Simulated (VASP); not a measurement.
# Mo (Im-3m) in VASP: a series of runs

Mo is run at these levels: revPBE+D3(BJ), PBE+D3(BJ), PBEsol; tasks: single point.

Program: VASP 6.6.1. These are calculated values, not measurements. Logs are shortened: lines on timing, memory, paths and dates and some standing lists are left out, and cuts for length are marked.

## Step 1: The cell of the first run

Symmetry: Im-3m, No. 229, cubic system. Conventional cell: a = 3.115 Å, b = 3.115 Å, c = 3.115 Å, α = 90.00°, β = 90.00°, γ = 90.00°. Within 3.6 Å of Mo (site symmetry m-3m) lie 14 Mo at 2.70 to 3.11 Å.

## Step 2: Single point, revPBE+D3(BJ)

INCAR reads:

```
PREC = Accurate
ENCUT = 520
EDIFF = 1E-7
ISMEAR = 1
SIGMA = 0.1
LREAL = F
LASPH = T
NELM = 80
ALGO = Normal
ISIF = 2
LWAVE = F
LCHARG = F
GGA = RE
IVDW = 12
NBANDS = 13
```

KPOINTS reads:

```
Automatic mesh
0
Gamma
  15 15 15
```

POSCAR reads:

```
Mo
1.0
   -1.5574206290      1.5574206290      1.5574206290
    1.5574206290     -1.5574206290      1.5574206290
    1.5574206290      1.5574206290     -1.5574206290
Mo
1
Direct
    0.0000000000      0.0000000000      0.0000000000
```

Potentials or basis: VASP PAW PBE potentials, release 64 (Mo_sv).

Launch:

```sh
$ cat potpaw_PBE.64/Mo_sv/POTCAR > POTCAR
$ mpirun -np 1 vasp_std > vasp.out
```

OUTCAR:

```text
PREC = Accurate
   ENCUT = 520
   EDIFF = 1E-7
   ISMEAR = 1
   LREAL = F
   LASPH = T
   NELM = 80
   ISIF = 2
   GGA = RE
   IVDW = 12
 IVDW          = 12

 ion  position               nearest neighbor table
   1  0.000  0.000  0.000-

  LATTYP: Found a body centered cubic cell.
 ALAT       =     3.1148412580

  Lattice vectors:

 A1 = (  -1.5574206290,   1.5574206290,   1.5574206290)
 A2 = (   1.5574206290,  -1.5574206290,   1.5574206290)
 A3 = (   1.5574206290,   1.5574206290,  -1.5574206290)

Analysis of symmetry for initial positions (statically):
=====================================================================
 Subroutine PRICEL returns:
 Original cell was already a primitive cell.

 Routine SETGRP: Setting up the symmetry group for a
 body centered cubic supercell.

 Subroutine GETGRP returns: Found 48 space group operations
 (whereof 48 operations were pure point group operations)
 out of a pool of 48 trial point group operations.

The static configuration has the point symmetry O_h .

Analysis of symmetry for dynamics (positions and initial velocities):
=====================================================================
 Subroutine PRICEL returns:
 Original cell was already a primitive cell.

 Routine SETGRP: Setting up the symmetry group for a
 body centered cubic supercell.

 Subroutine GETGRP returns: Found 48 space group operations
 (whereof 48 operations were pure point group operations)
 out of a pool of 48 trial point group operations.

The dynamic configuration has the point symmetry O_h .

 Subroutine INISYM returns: Found 48 space group operations
 (whereof 48 operations are pure point group operations),
 and found     1 'primitive' translations

----------------------------------------------------------------------------------------

                                     Primitive cell

  volume of cell :      15.1105

  direct lattice vectors                    reciprocal lattice vectors
    -1.557420629  1.557420629  1.557420629     0.000000000  0.321043648  0.321043648
     1.557420629 -1.557420629  1.557420629     0.321043648  0.000000000  0.321043648
     1.557420629  1.557420629 -1.557420629     0.321043648  0.321043648  0.000000000

  length of vectors
     2.697531658  2.697531658  2.697531658     0.454024281  0.454024281  0.454024281

  position of ions in fractional coordinates (direct lattice)
     0.000000000  0.000000000  0.000000000

  ion indices of the primitive-cell ions
   primitive index   ion index
                 1           1

----------------------------------------------------------------------------------------

 KPOINTS: Automatic mesh

Automatic generation of k-mesh.
 Grid dimensions read from file:
 generate k-points for:   15   15   15

 Generating k-lattice:

  Cartesian coordinates                     Fractional coordinates (reciprocal lattice)
     0.000000000  0.021402910  0.021402910     0.066666667  0.000000000  0.000000000
     0.021402910  0.000000000  0.021402910     0.000000000  0.066666667  0.000000000
     0.021402910  0.021402910  0.000000000     0.000000000  0.000000000  0.066666667

  Length of vectors
     0.030268285  0.030268285  0.030268285

  Shift w.r.t. Gamma in fractional coordinates (k-lattice)
     0.000000000  0.000000000  0.000000000

 Subroutine IBZKPT returns following result:
 ===========================================

 Found    120 irreducible k-points:

 Following reciprocal coordinates:
            Coordinates               Weight
  0.000000  0.000000  0.000000      1.000000
  0.066667  0.000000  0.000000     12.000000
  0.133333  0.000000  0.000000     12.000000
  0.200000  0.000000  0.000000     12.000000
  0.266667  0.000000  0.000000     12.000000
  0.333333  0.000000  0.000000     12.000000
[... 16 lines left out ...]
  0.333333  0.200000  0.000000     48.000000
  0.400000  0.200000  0.000000     24.000000
 [... further k-points ...]
   k-points           NKPTS =    120   k-points in BZ     NKDIM =    120   number of bands    NBANDS=     13
   number of dos      NEDOS =    301   number of ions     NIONS =      1
   total plane-waves  NPLWV =   8000
   dimension x,y,z NGX =    20 NGY =   20 NGZ =   20
   dimension x,y,z NGXF=    40 NGYF=   40 NGZF=   40
   ions per type =               1
   NGX,Y,Z   is equivalent  to a cutoff of  12.33, 12.33, 12.33 a.u.
   NGXF,Y,Z  is equivalent  to a cutoff of  24.65, 24.65, 24.65 a.u.
 SYSTEM =  unknown system
   PREC   = accura    normal or accurate (medium, high low for compatibility)
   ISTART =      0    job   : 0-new  1-cont  2-samecut
   ICHARG =      2    charge: 1-file 2-atom 10-const
   ISPIN  =      1    spin polarized calculation?
   LNONCOLLINEAR =      F non collinear calculations
   LSORBIT =      F    spin-orbit coupling
   LASPH  =      T    aspherical Exc in radial PAW
   ENCUT  =  520.0 eV  38.22 Ry    6.18 a.u.   5.02  5.02  5.02*2*pi/ulx,y,z
   NELM   =     80;   NELMIN=  2; NELMDL= -5     # of ELM steps
   EDIFF  = 0.1E-06   stopping-criterion for ELM
   LREAL  =      F    real-space projection
   EDIFFG = 0.1E-05   stopping-criterion for IOM
   NSW    =      0    number of steps for IOM
   IBRION =     -1    ionic relax: 0-MD 1-quasi-New 2-CG
   NFREE  =      0    steps in history (QN), initial steepest desc. (CG)
   ISIF   =      2    stress and relaxation
   ISYM   =      2    0-nonsym 1-usesym 2-fastsym
   POTIM  = 0.5000    time-step for ionic-motion
   TEBEG  =    0.0;   TEEND  =   0.0 temperature during run
   PSTRESS=    0.0 pullay stress
   NELECT =      14.0000    total number of electrons
   NUPDOWN=      -1.0000    fix difference up-down
   EMIN   =  10.00;   EMAX   =-10.00  energy-range for DOS
   EFERMI =   0.00;   METHOD = LEGACY
   ISMEAR =     1;   SIGMA  =   0.10  broadening in eV -4-tet -1-fermi 0-gaus
   EFERMI_NEDOS =   21; number of points for ismear=-14 and -15
   IALGO  =     38    algorithm
   IMIX   =      4    mixing-type and parameters
     AMIX     =   0.40;   BMIX     =  1.00
     AMIX_MAG =   1.60;   BMIX_MAG =  1.00
  volume/ion in A,a.u.               =      15.11       101.97
  Fermi-wavevector in a.u.,A,eV,Ry     =   1.595971  3.015947 34.655707  2.547123
  Thomas-Fermi vector in A             =   2.693806
   LORBIT       =      0    0 simple, 1 ext, 2 COOP (PROOUT), +10 PAW based schemes
   GGA     = RE    functional components
   LHFCALC =     F    Hartree Fock is set to
   AEXX    =    0.0000 exact exchange contribution
   IVDW    =    12    specifies the selected vdW correction
   LEPSILON=     F    determine dielectric tensor
   LRPA    =     F    only Hartree local field effects (RPA)
 non-spin polarized calculation
 Methfessel and Paxton  Order N= 1 SIGMA  =   0.10
  energy-cutoff  :      520.00
  volume of cell :       15.11
 maximum number of plane-waves:       420
   NGX =  9   NGY =  9   NGZ =  9

 number of electron      13.9999997 magnetization

 Free energy of the ion-electron system (eV)
  ---------------------------------------------------
  ext. energy  EPLUGINS =         0.00000000
  ---------------------------------------------------
  free energy    TOTEN  =       -10.43839726 eV

  energy without entropy =      -10.43761745  energy(sigma->0) =      -10.43813732

 E-fermi :  13.1306     XC(G=0): -13.5384

 val. band max:       13.0940705523   @ k =   0.4000   0.1333  -0.0000
 cond. band min:      13.1497989909   @ k =   0.1333   0.0667   0.0000
 fundamental gap:      0.0557284386
 Fermi energy:        13.1306369224

 k-point     1 :       0.0000    0.0000    0.0000
  band No.  band energies     occupation
      1     -48.1102      2.00000
      2     -21.2936      2.00000
      3     -21.2936      2.00000
      4     -21.2936      2.00000
      5       5.8661      2.00000
      6      11.7617      2.00000
      7      11.7617      2.00000
      8      11.7617      2.00000
      9      14.9196     -0.00000
     10      14.9196     -0.00000
     11      28.0737      0.00000
     12      28.0737      0.00000
     13      28.0737      0.00000

 k-point     2 :       0.0667    0.0000    0.0000
  band No.  band energies     occupation
      1     -48.0974      2.00000
      2     -21.3659      2.00000
      3     -21.3157      2.00000
      4     -21.2942      2.00000
      5       6.0702      2.00000
      6      11.6447      2.00000
      7      11.7416      2.00000
      8      11.9545      2.00000
      9      14.7465     -0.00000
     10      14.9221     -0.00000
     11      28.2297      0.00000
     12      28.4188      0.00000
     13      28.4918      0.00000

 k-point     3 :       0.1333    0.0000    0.0000
  band No.  band energies     occupation
      1     -48.0612      2.00000
      2     -21.5674      2.00000
      3     -21.3778      2.00000
      4     -21.2959      2.00000
      5       6.6351      2.00000
      6      11.3308      2.00000
      7      11.6494      2.00000
      8      12.5217      2.00000
      9      14.4211     -0.00000
     10      14.9410     -0.00000
     11      28.5613      0.00000
     12      29.4125      0.00000
     13      29.4474      0.00000
[... 305 lines left out ...]
 k-point    23 :       0.3333    0.2000    0.0000
  band No.  band energies     occupation
      1     -47.7942      2.00000
      2     -22.6366      2.00000
      3     -21.9736      2.00000
      4     -21.4510      2.00000
      5       8.7751      2.00000
      6      10.0089      2.00000
      7      12.0264      2.00000
      8      14.7293     -0.00000
      9      15.9319      0.00000
     10      20.2817      0.00000
     11      24.9873      0.00000
     12      26.7883      0.00000
     13      30.0696      0.00000

 k-point    24 :       0.4000    0.2000    0.0000
  band No.  band energies     occupation
      1     -47.7833      2.00000
      2     -22.6623      2.00000
      3     -22.0155      2.00000
      4     -21.4542      2.00000
      5       8.7047      2.00000
      6       9.9853      2.00000
      7      12.2310      2.00000
      8      14.8208     -0.00000
      9      16.0586      0.00000
     10      20.9934      0.00000
     11      24.3402      0.00000
     12      26.3406      0.00000
     13      29.8850      0.00000

 [... further k-points ...]

------------------------ aborting loop because EDIFF is reached ----------------------------------------

 Edisp (eV)   -1.38118

 E8    (eV) :    -1.0001

  FORCE on cell =-STRESS in cart. coord.  units (eV):
  Direction    XX          YY          ZZ          XY          YZ          ZX
  --------------------------------------------------------------------------------------
  -------------------------------------------------------------------------------------
  Total       0.06098     0.06098     0.06098    -0.00000    -0.00000     0.00000
  in kB       6.46623     6.46623     6.46623    -0.00000    -0.00000     0.00000
  external pressure =        6.47 kB  Pullay stress =        0.00 kB

 VOLUME and BASIS-vectors are now :
 -----------------------------------------------------------------------------
  energy-cutoff  :      520.00
  volume of cell :       15.11
      direct lattice vectors                 reciprocal lattice vectors
    -1.557420629  1.557420629  1.557420629     0.000000000  0.321043648  0.321043648
     1.557420629 -1.557420629  1.557420629     0.321043648  0.000000000  0.321043648
     1.557420629  1.557420629 -1.557420629     0.321043648  0.321043648  0.000000000

 POSITION                                       TOTAL-FORCE (eV/Angst)
 -----------------------------------------------------------------------------------
      0.00000      0.00000      0.00000        -0.000000      0.000000     -0.000000
 -----------------------------------------------------------------------------------
    total drift:                                0.000000     -0.000000      0.000000

  FREE ENERGIE OF THE ION-ELECTRON SYSTEM (eV)
  ---------------------------------------------------
  free  energy   TOTEN  =       -11.8195813243 eV

  energy  without entropy=      -11.8188015061  energy(sigma->0) =      -11.81932138
```

It took 17 s on 1 thread of Intel Xeon Platinum 8488C (Sapphire Rapids), shared host; peak memory 0.14 GiB.

What came out:

```
Free energy                : -11.8196 eV
Pressure                   : 0.6 GPa
Band gap on the k mesh     : zero (band 7 reaches 17.05 eV, above the bottom of band 8 at 11.76 eV)
Dispersion energy per atom : -1.381 eV
```

Caveat: the PAW data sets were made with another functional, which shifts forces and pressure a little; pairwise dispersion overbinds metals, which lowers pressure and volume.

## Step 3: Single point, PBE+D3(BJ)

This run uses another cell than the first one, of 15.36 Å³/atom, 1.016 times its volume.

INCAR reads:

```
PREC = Accurate
ENCUT = 520
EDIFF = 1E-6
ISMEAR = 1
SIGMA = 0.1
LREAL = F
LASPH = T
NELM = 60
ALGO = Normal
ISIF = 2
LWAVE = F
LCHARG = F
GGA = PE
IVDW = 12
NBANDS = 13
```

KPOINTS is that of step 2.

POSCAR reads:

```
Mo
1.0
   -1.5659165725      1.5659165725      1.5659165725
    1.5659165725     -1.5659165725      1.5659165725
    1.5659165725      1.5659165725     -1.5659165725
Mo
1
Direct
    0.0000000000      0.0000000000      0.0000000000
```

Potentials or basis: VASP PAW PBE potentials, release 64 (Mo_sv).

Launch:

```sh
$ cat potpaw_PBE.64/Mo_sv/POTCAR > POTCAR
$ mpirun -np 1 vasp_std > vasp.out
```

Wall time 13 s (1 thread of Intel Xeon Platinum 8488C (Sapphire Rapids), shared host); peak memory 0.15 GiB.

The run converged. Its results:

- Free energy: -11.6472 eV
- Pressure: 0.6 GPa
- Band gap on the k mesh: zero (band 7 reaches 16.65 eV, above the bottom of band 8 at 11.47 eV)
- Dispersion energy per atom: -0.727 eV

Levels at points of the mesh, in eV from the Fermi level:
| k point | band 5 | band 6 | band 7 | band 8 | band 9 | band 10 |
| --- | --- | --- | --- | --- | --- | --- |
| (0.00, 0.00, 0.00) | -7.22 | -1.34 | -1.34 | -1.34 | 1.76 | 1.76 |

Caveat: pairwise dispersion overbinds metals, which lowers pressure and volume.

(Continued in part 2 of 2.)
